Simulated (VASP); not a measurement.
# GaSi23O48 (a cell with a defect) in VASP: single point with PBE

Aim: the single point of GaSi23O48 (a cell with a defect) with PBE.

Program: VASP 6.6.1. These are calculated values, not measurements. Logs are shortened: lines on timing, memory, paths and dates and some standing lists are left out, and cuts for length are marked.

## 1. The cell of the first run

The cell holds a defect, 72 atoms: a = 10.042 Å, b = 10.042 Å, c = 11.019 Å, α = 90.00°, β = 90.00°, γ = 120.00°.

## 2. Single point, PBE, collinear spin

Input file INCAR:

```
SYSTEM = GaSi23O48
PREC = Accurate
ENCUT = 520
EDIFF = 1E-6
ISMEAR = 0
SIGMA = 0.01
LREAL = Auto
LASPH = .True.
NELM = 200
ALGO = Normal
ISIF = 2
LWAVE = .False.
LCHARG = .False.
ISPIN = 2
MAGMOM = 0 0 0 0 0 0 0 0 0 0 0 0 0 0 0 0 0 0 0 0 0 0 0 0 0.12 0 0.14 0 0.03 0.03 0 0.14 0 0.12 0 0.01 0.02 0 0.03 0.01 0.02 0 0 0 0.01 0 0 0 0 0.01 0 0 0 0.02 0.01 0.03 0 0.02 0.01 0 0 0 0 0 0 0 0 0 0 0 0 0
LORBIT = 11
NUPDOWN = 1.0
GGA = PE
NBANDS = 242
GGA_COMPAT = .False.
```

Input file KPOINTS:

```
regular mesh
0
Gamma
  1 1 1
  0 0 0
```

Input file POSCAR:

```
GaSi23O48
1.0
   10.0416380576     -0.0000000014      0.0000000000
   -5.0208190300      8.6963136528      0.0000000000
    0.0000000000      0.0000000000     11.0185484200
Si O Ga
23 48 1
Direct
    0.0039462264      0.2400229566      0.1683518205
    0.2663669984      0.2660730757      0.0002473652
    0.2348847977     -0.0004195790      0.3288132664
   -0.0000121033      0.2346866371      0.6717423961
    0.2405351438      0.0036875531      0.8321547456
   -0.0042520581      0.7301202862      0.1659067381
    0.2604580933      0.7629294724     -0.0016511869
    0.2364856338      0.5111032986      0.3322189465
    0.0004067095      0.7407936280      0.6678395764
    0.2606641936      0.7691206628      0.4981348464
    0.2381869129      0.5001902707      0.8328072294
    0.5004446799      0.2379498031      0.1677408762
    0.7631564618      0.2600162452      0.0021770766
    0.7410872853      0.0000301036      0.3327056749
    0.5115789380      0.2360613599      0.6682203973
    0.7696315964      0.2604159898      0.5023902482
    0.7304638268     -0.0045919364      0.8345661947
    0.4993837798      0.7422449231      0.1644562591
    0.7592250523      0.7588775185      0.0002451227
    0.7372346435      0.4945947193      0.3364413650
    0.4949148749      0.7368293784      0.6640819187
    0.7592298797      0.7588769864      0.5002879017
    0.7425261386      0.4989972429      0.8360389050
    0.0794924014      0.3752083454      0.2705885684
    0.2999960646      0.4536435819      0.4432684572
    0.1329724003      0.2117000331      0.1032826918
    0.1963675240      0.1284475045      0.3776245802
    0.4250842305      0.2971289956      0.0651058217
    0.3702159990      0.0751556087      0.2259585980
    0.0753233486      0.3700343574      0.7746200318
    0.2972470344      0.4247691964      0.9354708330
    0.1291205654      0.1964106608      0.6231801819
    0.2122723570      0.1327763790      0.8971610378
    0.4540495100      0.2991299994      0.5569315976
    0.3757488395      0.0790855373      0.7299274321
    0.0789097217      0.8613853108      0.2692443225
    0.2928783401      0.9314531320      0.4391000587
    0.1225000261      0.7003440960      0.0981764804
    0.2034388119      0.6427479049      0.3884046102
    0.4209431097      0.7990839620      0.0628287670
    0.3669539158      0.5840684187      0.2259064246
    0.0807626732      0.8763992727      0.7688882975
    0.2905084213      0.9220974068      0.9363829758
    0.1274353552      0.7103766150      0.6016060615
    0.2104638671      0.6309872144      0.8947298221
    0.4182311778      0.7947585259      0.5613265208
    0.3664806063      0.5759261909      0.7257238737
    0.5763022714      0.3662398075      0.2748055392
    0.7951483208      0.4179430987      0.4392291883
    0.6311778804      0.2101802566      0.1057537255
    0.7108497715      0.1271836290      0.3989244980
    0.9222782557      0.2899823131      0.0641816644
    0.8767103192      0.0802431336      0.2316522769
    0.5843856163      0.3667088020      0.7744197548
    0.7993864918      0.4204604103      0.9375593179
    0.6434222739      0.2031642371      0.6122484520
    0.7005346407      0.1220026135      0.9023989077
    0.9320553583      0.2927085942      0.5613276555
    0.8617001478      0.0786972681      0.7312098994
    0.5815969596      0.8756069932      0.2670278748
    0.7922468011      0.9167676401      0.4338835400
    0.6237861750      0.7059328534      0.1012193664
    0.7077509239      0.6240547837      0.3990120321
    0.9166121329      0.7893189864      0.0664715807
    0.8675691052      0.5712484443      0.2301587099
    0.5715854505      0.8671882428      0.7703339149
    0.7896796876      0.9162098429      0.9339307257
    0.6243400442      0.7072780041      0.6015288193
    0.7061645778      0.6232940914      0.8993886552
    0.9171727228      0.7920189126      0.5666886225
    0.8759508132      0.5813480835      0.7335291312
    0.2711972675      0.2707820008      0.5003341674
```

Potentials or basis: VASP PAW PBE potentials, release 64 (Si, O, Ga_d).

Launch:

```console
cat potpaw_PBE.64/Si/POTCAR potpaw_PBE.64/O/POTCAR potpaw_PBE.64/Ga_d/POTCAR > POTCAR
mpirun -np 1 vasp_gam > vasp.out
```

OUTCAR:

```text
SYSTEM = GaSi23O48
   PREC = Accurate
   ENCUT = 520
   EDIFF = 1E-6
   ISMEAR = 0
   LREAL = Auto
   LASPH = .True.
   NELM = 200
   ISIF = 2
   ISPIN = 2
   LORBIT = 11
   NUPDOWN = 1.0
   GGA = PE

 ion  position               nearest neighbor table
   1  0.004  0.240  0.168-  26 1.63  53 1.63  52 1.63  24 1.63  14 3.11  13 3.12   2 3.12   8 3.13

   2  0.266  0.266  0.000-  33 1.63  26 1.63  31 1.63  28 1.63  12 3.11  11 3.11   1 3.12   5 3.12

   3  0.235  1.000  0.329-  27 1.62  36 1.62  29 1.64  37 1.64  10 3.08  12 3.10   6 3.13
   4  1.000  0.235  0.672-  32 1.62  59 1.62  30 1.64  58 1.64  16 3.08  11 3.10  17 3.13
   5  0.241  0.004  0.832-  33 1.63  42 1.63  43 1.63  35 1.63   9 3.11   7 3.12   2 3.12  15 3.12
[... 81 lines left out ...]
  70  0.917  0.792  0.567-  22 1.62   9 1.62
  71  0.876  0.581  0.734-  23 1.63   9 1.63
  72  0.271  0.271  0.500-  34 1.82  25 1.82  32 1.83  27 1.83

  LATTYP: Found a hexagonal cell.
 ALAT       =    10.0416380576
 C/A-ratio  =     1.0972859564

  Lattice vectors:

 A1 = (  10.0416380576,  -0.0000000014,   0.0000000000)
 A2 = (  -5.0208190300,   8.6963136528,   0.0000000000)
 A3 = (   0.0000000000,   0.0000000000,  11.0185484200)

Analysis of symmetry for initial positions (statically):
=====================================================================
 Subroutine PRICEL returns:
 Original cell was already a primitive cell.

 Routine SETGRP: Setting up the symmetry group for a
 hexagonal supercell.

 Subroutine GETGRP returns: Found  1 space group operations
 (whereof  1 operations were pure point group operations)
 out of a pool of 24 trial point group operations.

The static configuration has the point symmetry C_1 .

Analysis of symmetry for dynamics (positions and initial velocities):
=====================================================================
 Subroutine PRICEL returns:
 Original cell was already a primitive cell.

 Routine SETGRP: Setting up the symmetry group for a
 hexagonal supercell.

 Subroutine GETGRP returns: Found  1 space group operations
 (whereof  1 operations were pure point group operations)
 out of a pool of 24 trial point group operations.

The dynamic configuration has the point symmetry C_1 .

Analysis of structural, dynamic, and magnetic symmetry:
=====================================================================
 Subroutine PRICEL returns:
 Original cell was already a primitive cell.

 Routine SETGRP: Setting up the symmetry group for a
 hexagonal supercell.

 Subroutine GETGRP returns: Found  1 space group operations
 (whereof  1 operations were pure point group operations)
 out of a pool of 24 trial point group operations.

The overall configuration has the point symmetry C_1 .

 Subroutine INISYM returns: Found  1 space group operations
 (whereof  1 operations are pure point group operations),
 and found     1 'primitive' translations

----------------------------------------------------------------------------------------

                                     Primitive cell

  volume of cell :     962.1973

  direct lattice vectors                    reciprocal lattice vectors
    10.041638058 -0.000000001  0.000000000     0.099585346  0.057495626  0.000000000
    -5.020819030  8.696313653  0.000000000     0.000000000  0.114991253  0.000000000
     0.000000000  0.000000000 11.018548420     0.000000000  0.000000000  0.090756056

  length of vectors
    10.041638058 10.041638058 11.018548420     0.114991253  0.114991253  0.090756056
[... 196 lines left out ...]
   NELM   =    200;   NELMIN=  2; NELMDL= -5     # of ELM steps
   EDIFF  = 0.1E-05   stopping-criterion for ELM
   LREAL  =      T    real-space projection
   EDIFFG = 0.1E-04   stopping-criterion for IOM
   NSW    =      0    number of steps for IOM
   IBRION =     -1    ionic relax: 0-MD 1-quasi-New 2-CG
   NFREE  =      0    steps in history (QN), initial steepest desc. (CG)
   ISIF   =      2    stress and relaxation
   ISYM   =      2    0-nonsym 1-usesym 2-fastsym
   POTIM  = 0.5000    time-step for ionic-motion
   TEBEG  =    0.0;   TEEND  =   0.0 temperature during run
   PSTRESS=    0.0 pullay stress
   NELECT =     393.0000    total number of electrons
   NUPDOWN=       1.0000    fix difference up-down
   EMIN   =  10.00;   EMAX   =-10.00  energy-range for DOS
   EFERMI =   0.00;   METHOD = LEGACY
   ISMEAR =     0;   SIGMA  =   0.01  broadening in eV -4-tet -1-fermi 0-gaus
   EFERMI_NEDOS =   21; number of points for ismear=-14 and -15
   IALGO  =     38    algorithm
   IMIX   =      4    mixing-type and parameters
     AMIX     =   0.40;   BMIX     =  1.00
     AMIX_MAG =   1.60;   BMIX_MAG =  1.00
  volume/ion in A,a.u.               =      13.36        90.18
  Fermi-wavevector in a.u.,A,eV,Ry     =   1.214649  2.295355 20.073673  1.475373
  Thomas-Fermi vector in A             =   2.350062
   LORBIT       =     11    0 simple, 1 ext, 2 COOP (PROOUT), +10 PAW based schemes
   GGA     = PE    functional components
   LHFCALC =     F    Hartree Fock is set to
   AEXX    =    0.0000 exact exchange contribution
   IVDW    =     0    specifies the selected vdW correction
   LEPSILON=     F    determine dielectric tensor
   LRPA    =     F    only Hartree local field effects (RPA)
 spin polarized calculation
 Gauss-broadening in eV      SIGMA  =   0.01
  energy-cutoff  :      520.00
  volume of cell :      962.20
 maximum number of plane-waves:     12960
 NGX is ok and might be reduce to    80
   NGX = 37   NGY = 37   NGZ = 41

 number of electron     392.9999991 magnetization       1.0000005

 Free energy of the ion-electron system (eV)
  ---------------------------------------------------
  ext. energy  EPLUGINS =         0.00000000
  ---------------------------------------------------
  free energy    TOTEN  =      -560.92193046 eV

  energy without entropy =     -560.92193046  energy(sigma->0) =     -560.92193046

 E-fermi :   0.7530     XC(G=0):  -8.9386

 val. band max:        0.6951767015   @ k =   0.0000   0.0000   0.0000
 cond. band min:       0.8029070733   @ k =   0.0000   0.0000   0.0000
 fundamental gap:      0.1077303718
 Fermi energy:         0.6715506753

 spin component 1

 k-point     1 :       0.0000    0.0000    0.0000
  band No.  band energies     occupation
      1     -18.6440      1.00000
      2     -18.2334      1.00000
      3     -18.2244      1.00000
      4     -18.2242      1.00000
      5     -18.2027      1.00000
      6     -18.2022      1.00000
[... 200 lines left out ...]
    207       9.1618      0.00000
    208       9.1821      0.00000
 Fermi energy:         0.7529989976

 spin component 2

 k-point     1 :       0.0000    0.0000    0.0000
  band No.  band energies     occupation
      1     -18.6330      1.00000
      2     -18.2200      1.00000
      3     -18.2178      1.00000
      4     -18.2128      1.00000
      5     -18.1945      1.00000
      6     -18.1845      1.00000
[... 200 lines left out ...]
    207       9.1727      0.00000
    208       9.1925      0.00000
 [bands above 208 left out]

------------------------ aborting loop because EDIFF is reached ----------------------------------------

  FORCE on cell =-STRESS in cart. coord.  units (eV):
  Direction    XX          YY          ZZ          XY          YZ          ZX
  --------------------------------------------------------------------------------------
  -------------------------------------------------------------------------------------
  Total        3.1237223      1.8584599      2.9913481     -1.1379820      0.1692128     -0.2675793
  in kB        5.2013833      3.0945653      4.9809638     -1.8948806      0.2817602     -0.4455526
  external PRESSURE =       4.4256375 kB  Pullay stress =       0.0000000 kB

 VOLUME and BASIS-vectors are now :
 -----------------------------------------------------------------------------
  energy-cutoff  :      520.00
  volume of cell :      962.20
      direct lattice vectors                 reciprocal lattice vectors
    10.041638058 -0.000000001  0.000000000     0.099585346  0.057495626  0.000000000
    -5.020819030  8.696313653  0.000000000     0.000000000  0.114991253  0.000000000
     0.000000000  0.000000000 11.018548420     0.000000000  0.000000000  0.090756056

 POSITION                                       TOTAL-FORCE (eV/Angst)
 -----------------------------------------------------------------------------------
     -1.16549      2.08731      1.85499         0.014059     -0.012795      0.002780
      1.33886      2.31385      0.00273         0.003825      0.005267      0.000392
     -2.66008      8.69266      3.62304         0.008449     -0.033421     -0.008274
      8.86320      2.04091      7.40163        -0.032312      0.001949      0.008025
      2.39685      0.03207      9.16914        -0.010493      0.005212      0.000133
      6.33314      6.34936      1.82805         0.008480     -0.005114     -0.001635
[... 64 lines left out ...]
      5.87714      5.05559      8.08243        -0.014480      0.008077      0.007255
      1.36372      2.35481      5.51296         0.008585      0.010179     -0.002728
 -----------------------------------------------------------------------------------
    total drift:                                0.006824      0.016025      0.007630

  FREE ENERGIE OF THE ION-ELECTRON SYSTEM (eV)
  ---------------------------------------------------
  free  energy   TOTEN  =      -560.9219304583 eV

  energy  without entropy=     -560.9219304583  energy(sigma->0) =     -560.92193046

 total charge

# of ion       s       p       d       tot
------------------------------------------
    1        0.635   0.974   0.000   1.609
    2        0.636   0.974   0.000   1.609
    3        0.644   0.984   0.000   1.628
    4        0.644   0.984   0.000   1.628
    5        0.635   0.974   0.000   1.610
    6        0.636   0.976   0.000   1.612
[... 64 lines left out ...]
   71        1.547   3.687   0.000   5.234
   72        0.695   0.855  10.300  11.850
--------------------------------------------------
tot         89.679 199.690  10.300 299.668

 magnetization (x)

# of ion       s       p       d       tot
------------------------------------------
    1       -0.000  -0.000   0.000  -0.000
    2       -0.000  -0.000   0.000  -0.000
    3       -0.001  -0.002   0.000  -0.003
    4       -0.001  -0.002   0.000  -0.003
    5       -0.000  -0.000   0.000  -0.000
    6        0.000   0.000   0.000   0.000
[... 64 lines left out ...]
   71        0.000   0.004   0.000   0.004
   72       -0.004  -0.007  -0.000  -0.012
--------------------------------------------------
tot          0.004   0.819  -0.000   0.823
```

Wall time 37 min (1 thread of Intel Xeon 8259CL, shared host); peak memory 1.4 GiB.

What came out:

- Free energy: -560.9219 eV
- Pressure: 0.4 GPa
- Largest force: 0.049 eV/Å
- Net moment: 1.00 μB per cell
- Site moments: Si -0.00, +0.00 (each value once); O +0.00, +0.12, +0.14, +0.03, +0.01, +0.02 (each value once); Ga -0.01 μB
- Valence electrons inside the program's atomic spheres: Si 1.61, 1.63, 1.62 (each value once); O 5.23, 5.12, 5.24, 5.11, 5.22 (each value once); Ga 11.85

Forces in eV/Å, atoms in the order of the input:
```
Si   0.014 -0.013  0.003
Si   0.004  0.005  0.000
Si   0.008 -0.033 -0.008
Si  -0.032  0.002  0.008
Si  -0.010  0.005  0.000
Si   0.008 -0.005 -0.002
Si   0.000  0.012 -0.003
Si  -0.034  0.000 -0.033
Si   0.002 -0.010  0.002
Si   0.013  0.007  0.008
Si  -0.013  0.001 -0.005
Si   0.008 -0.005  0.003
Si   0.007  0.009  0.000
Si  -0.005 -0.005  0.003
Si   0.021 -0.030  0.033
Si   0.006  0.012  0.001
Si  -0.014  0.003  0.000
Si   0.000 -0.009  0.003
Si   0.010  0.012  0.002
Si  -0.018  0.003  0.007
Si   0.005 -0.013 -0.007
Si   0.004  0.008 -0.003
Si  -0.006 -0.006 -0.010
O    0.010  0.003 -0.003
O    0.014 -0.011  0.030
O   -0.002  0.015 -0.006
O   -0.023  0.029  0.010
O    0.002 -0.014  0.004
O   -0.013  0.003  0.007
O    0.011 -0.013 -0.006
O   -0.010 -0.004 -0.001
O    0.033 -0.010 -0.009
O    0.013  0.007  0.005
O   -0.017  0.011 -0.025
O   -0.006  0.012  0.001
O    0.017  0.001  0.001
O   -0.009  0.000 -0.012
O   -0.003  0.012 -0.003
O    0.012  0.001  0.000
O    0.000 -0.012  0.005
O   -0.009  0.004  0.010
O    0.012 -0.005 -0.003
O   -0.010 -0.008 -0.004
O    0.000  0.013 -0.006
O    0.017  0.001  0.003
O   -0.001 -0.014  0.004
O   -0.002  0.010  0.007
O    0.010  0.000 -0.007
O   -0.011 -0.006 -0.008
O   -0.003  0.012 -0.004
O    0.011  0.004  0.002
O   -0.005 -0.011  0.002
O   -0.016  0.010  0.001
O    0.009 -0.006 -0.008
O   -0.012 -0.009 -0.002
O   -0.002  0.010 -0.002
O    0.015  0.003  0.002
O    0.000 -0.010  0.008
O   -0.008  0.011  0.002
O    0.012 -0.004 -0.006
O   -0.010 -0.003 -0.005
O    0.000  0.011 -0.007
O    0.007  0.006  0.005
O   -0.003 -0.016  0.006
O   -0.009  0.004  0.004
O    0.013 -0.003 -0.002
O   -0.009 -0.010 -0.004
O    0.002  0.012 -0.003
O    0.006  0.008  0.006
O   -0.003 -0.010  0.005
O   -0.014  0.008  0.007
Ga   0.009  0.010 -0.003
```

Caveat: the k points lie up to 0.72 Å⁻¹ apart; the total moment is fixed, so each spin has its own Fermi level.
